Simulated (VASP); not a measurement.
# Zn4SO3 (P-43m) in VASP: single point with PBEsol

Aim: the single point of Zn4SO3 with PBEsol.

Everything below comes from runs of VASP 6.6.1. Logs are shortened: lines on timing, memory, paths and dates and some standing lists are left out, and cuts for length are marked.

## (1) The cell of the first run

It takes space group P-43m (No. 215, cubic). The conventional cell has a = 4.821 Å, b = 4.821 Å, c = 4.821 Å, α = 90.00°, β = 90.00°, γ = 90.00°. Zn (site symmetry 3m) has 3 O at 2.04 Å and 1 S at 2.26 Å within 2.7 Å. Within 3.0 Å of S (site symmetry -43m) lie 4 Zn at 2.26 Å. O (site symmetry -42m) has 4 Zn at 2.04 Å within 2.7 Å.

## (2) Single point, PBEsol

Contents of POSCAR:

```
Zn4SO3
1.0
    4.8207755000      0.0000000000      0.0000000000
    0.0000000000      4.8207755000      0.0000000000
    0.0000000000      0.0000000000      4.8207755000
Zn S O
4 1 3
Direct
    0.7706070000      0.7706070000      0.7706070000
    0.7706070000      0.2293930000      0.2293930000
    0.2293930000      0.7706070000      0.2293930000
    0.2293930000      0.2293930000      0.7706070000
    0.5000000000      0.5000000000      0.5000000000
    0.0000000000      0.0000000000      0.5000000000
    0.0000000000      0.5000000000      0.0000000000
    0.5000000000      0.0000000000      0.0000000000
```

Contents of INCAR.step1:

```
SYSTEM = Zn4SO3
PREC = Accurate
ENCUT = 520
EDIFF = 1E-7
ISMEAR = 0
SIGMA = 0.02
LREAL = .FALSE.
LASPH = .TRUE.
NELM = 60
ALGO = Normal
ISIF = 2
LWAVE = .FALSE.
LCHARG = .TRUE.
GGA = PS
NBANDS = 46
```

Contents of KPOINTS.step1:

```
Automatic mesh
0
G
  8 8 8
  0 0 0
```

Contents of INCAR.step2:

```
SYSTEM = Zn4SO3
PREC = Accurate
ENCUT = 520
EDIFF = 1E-7
ISMEAR = -5
SIGMA = 0.02
LREAL = .FALSE.
LASPH = .TRUE.
NELM = 60
ALGO = Normal
ISIF = 2
LWAVE = .FALSE.
LCHARG = .FALSE.
GGA = PS
LORBIT = 11
NEDOS = 2001
ICHARG = 11
```

Contents of KPOINTS.step2:

```
Automatic mesh
0
G
  12 12 12
  0 0 0
```

Potentials or basis: VASP PAW PBE potentials, release 64 (Zn, S, O).

Launch:

```bash
$ cat potpaw_PBE.64/Zn/POTCAR potpaw_PBE.64/S/POTCAR potpaw_PBE.64/O/POTCAR > POTCAR
$ cp INCAR.step1 INCAR
$ cp KPOINTS.step1 KPOINTS
$ mpirun -np 1 vasp_std > vasp.out
$ cp INCAR.step2 INCAR
$ cp KPOINTS.step2 KPOINTS
$ mpirun -np 1 vasp_std > vasp.out
```

OUTCAR:

```text
SYSTEM = Zn4SO3
   PREC = Accurate
   ENCUT = 520
   EDIFF = 1E-7
   ISMEAR = -5
   LREAL = .FALSE.
   LASPH = .TRUE.
   NELM = 60
   ISIF = 2
   GGA = PS
   LORBIT = 11
   ICHARG = 11

 ion  position               nearest neighbor table
   1  0.771  0.771  0.771-   6 2.04   7 2.04   8 2.04   5 2.26
   2  0.771  0.229  0.229-   6 2.04   7 2.04   8 2.04   5 2.26
   3  0.229  0.771  0.229-   6 2.04   7 2.04   8 2.04   5 2.26
   4  0.229  0.229  0.771-   6 2.04   7 2.04   8 2.04   5 2.26
   5  0.500  0.500  0.500-   1 2.26   2 2.26   3 2.26   4 2.26
   6  0.000  0.000  0.500-   1 2.04   2 2.04   3 2.04   4 2.04
   7  0.000  0.500  0.000-   1 2.04   2 2.04   3 2.04   4 2.04
   8  0.500  0.000  0.000-   1 2.04   2 2.04   3 2.04   4 2.04

  LATTYP: Found a simple cubic cell.
 ALAT       =     4.8207755000

  Lattice vectors:

 A1 = (   4.8207755000,   0.0000000000,   0.0000000000)
 A2 = (   0.0000000000,   4.8207755000,   0.0000000000)
 A3 = (   0.0000000000,   0.0000000000,   4.8207755000)

Analysis of symmetry for initial positions (statically):
=====================================================================
 Subroutine PRICEL returns:
 Original cell was already a primitive cell.

 Routine SETGRP: Setting up the symmetry group for a
 simple cubic supercell.

 Subroutine GETGRP returns: Found 24 space group operations
 (whereof 24 operations were pure point group operations)
 out of a pool of 48 trial point group operations.

The static configuration has the point symmetry T_d .

Analysis of symmetry for dynamics (positions and initial velocities):
=====================================================================
 Subroutine PRICEL returns:
 Original cell was already a primitive cell.

 Routine SETGRP: Setting up the symmetry group for a
 simple cubic supercell.

 Subroutine GETGRP returns: Found 24 space group operations
 (whereof 24 operations were pure point group operations)
 out of a pool of 48 trial point group operations.

The dynamic configuration has the point symmetry T_d .

 Subroutine INISYM returns: Found 24 space group operations
 (whereof 24 operations are pure point group operations),
 and found     1 'primitive' translations

----------------------------------------------------------------------------------------

                                     Primitive cell

  volume of cell :     112.0342

  direct lattice vectors                    reciprocal lattice vectors
[... 114 lines left out ...]
   EMIN   =  10.00;   EMAX   =-10.00  energy-range for DOS
   EFERMI =   0.00;   METHOD = LEGACY
   ISMEAR =    -5;   SIGMA  =   0.02  broadening in eV -4-tet -1-fermi 0-gaus
   EFERMI_NEDOS =   21; number of points for ismear=-14 and -15
   IALGO  =     38    algorithm
   IMIX   =      4    mixing-type and parameters
     AMIX     =   0.40;   BMIX     =  1.00
     AMIX_MAG =   1.60;   BMIX_MAG =  1.00
  volume/ion in A,a.u.               =      14.00        94.51
  Fermi-wavevector in a.u.,A,eV,Ry     =   1.412761  2.669732 27.155789  1.995894
  Thomas-Fermi vector in A             =   2.534477
   LORBIT       =     11    0 simple, 1 ext, 2 COOP (PROOUT), +10 PAW based schemes
   GGA     = PS    functional components
   LHFCALC =     F    Hartree Fock is set to
   AEXX    =    0.0000 exact exchange contribution
   IVDW    =     0    specifies the selected vdW correction
   LEPSILON=     F    determine dielectric tensor
   LRPA    =     F    only Hartree local field effects (RPA)
 non-spin polarized calculation
 Fermi weights with tetrahedron method with Bloechl corrections
  energy-cutoff  :      520.00
  volume of cell :      112.03
 maximum number of plane-waves:      3056
 NGX is ok and might be reduce to    36

 number of electron      71.9999897 magnetization

 Free energy of the ion-electron system (eV)
  ---------------------------------------------------
  ext. energy  EPLUGINS =         0.00000000
  ---------------------------------------------------
  free energy    TOTEN  =       -36.00891898 eV

  energy without entropy =      -36.00891898  energy(sigma->0) =      -36.00891898

 E-fermi :   1.2739     XC(G=0): -10.6971

 val. band max:        1.2719133993   @ k =   0.0000   0.0000   0.0000
 cond. band min:       1.5919568347   @ k =   0.0000   0.0000   0.0000
 fundamental gap:      0.3200434354
 Fermi energy:         1.2739307768

 k-point     1 :       0.0000    0.0000    0.0000
  band No.  band energies     occupation
      1     -16.2185      2.00000
      2     -15.6606      2.00000
      3     -15.6606      2.00000
      4     -10.8043      2.00000
      5      -4.9255      2.00000
      6      -4.9255      2.00000
[... 1093 lines left out ...]
     42       8.4175      0.00000
     43       8.6207      0.00000

 [... further k-points ...]
[... 5 lines left out ...]
  --------------------------------------------------------------------------------------
  -------------------------------------------------------------------------------------
  Total       -3.2938701     -3.2938701     -3.2938701      0.0000000     -0.0000000      0.0000000
  in kB      -47.1049270    -47.1049270    -47.1049270      0.0000000     -0.0000000      0.0000000
  external PRESSURE =     -47.1049270 kB  Pullay stress =       0.0000000 kB

 VOLUME and BASIS-vectors are now :
 -----------------------------------------------------------------------------
  energy-cutoff  :      520.00
  volume of cell :      112.03
      direct lattice vectors                 reciprocal lattice vectors
     4.820775500  0.000000000  0.000000000     0.207435505  0.000000000  0.000000000
     0.000000000  4.820775500  0.000000000     0.000000000  0.207435505  0.000000000
     0.000000000  0.000000000  4.820775500     0.000000000  0.000000000  0.207435505

 POSITION                                       TOTAL-FORCE (eV/Angst)
 -----------------------------------------------------------------------------------
      3.71492      3.71492      3.71492        -0.001425     -0.001425     -0.001425
      3.71492      1.10585      1.10585        -0.001425      0.001425      0.001425
      1.10585      3.71492      1.10585         0.001425     -0.001425      0.001425
      1.10585      1.10585      3.71492         0.001425      0.001425     -0.001425
      2.41039      2.41039      2.41039        -0.000000     -0.000000      0.000000
      0.00000      0.00000      2.41039         0.000000      0.000000      0.000000
      0.00000      2.41039      0.00000         0.000000      0.000000      0.000000
      2.41039      0.00000      0.00000        -0.000000      0.000000      0.000000
 -----------------------------------------------------------------------------------
    total drift:                                0.000000      0.000000     -0.000000

  FREE ENERGIE OF THE ION-ELECTRON SYSTEM (eV)
  ---------------------------------------------------
  free  energy   TOTEN  =       -36.0089189760 eV

  energy  without entropy=      -36.0089189760  energy(sigma->0) =      -36.00891898

 total charge

# of ion       s       p       d       tot
------------------------------------------
    1        0.475   0.459   9.856  10.789
    2        0.475   0.459   9.856  10.789
    3        0.475   0.459   9.856  10.789
    4        0.475   0.459   9.856  10.789
    5        1.309   2.466   0.000   3.774
    6        1.548   3.388   0.000   4.935
    7        1.548   3.388   0.000   4.935
    8        1.548   3.388   0.000   4.935
--------------------------------------------------
tot          7.851  14.464  39.423  61.737
```

OUTCAR.step1:

```text
SYSTEM = Zn4SO3
   PREC = Accurate
   ENCUT = 520
   EDIFF = 1E-7
   ISMEAR = 0
   LREAL = .FALSE.
[... 1422 lines left out ...]
      0.00000      0.00000      2.41039        -0.000000     -0.000000     -0.000000
      0.00000      2.41039      0.00000        -0.000000     -0.000000     -0.000000
      2.41039      0.00000      0.00000         0.000000     -0.000000     -0.000000
 -----------------------------------------------------------------------------------
    total drift:                                0.000000      0.000000     -0.000000

  FREE ENERGIE OF THE ION-ELECTRON SYSTEM (eV)
  ---------------------------------------------------
  free  energy   TOTEN  =       -36.0084714770 eV

  energy  without entropy=      -36.0084714770  energy(sigma->0) =      -36.00847148
```

Wall time 11 min (1 thread of Intel Xeon 8259CL, shared host); peak memory 0.43 GiB.

Results:

```yaml
Valence_electrons_inside_the_program's_atomic_spheres: Zn 10.79; S 3.77; O 4.93
```

Caveat: the PAW data sets were made with another functional, which shifts forces and pressure a little.
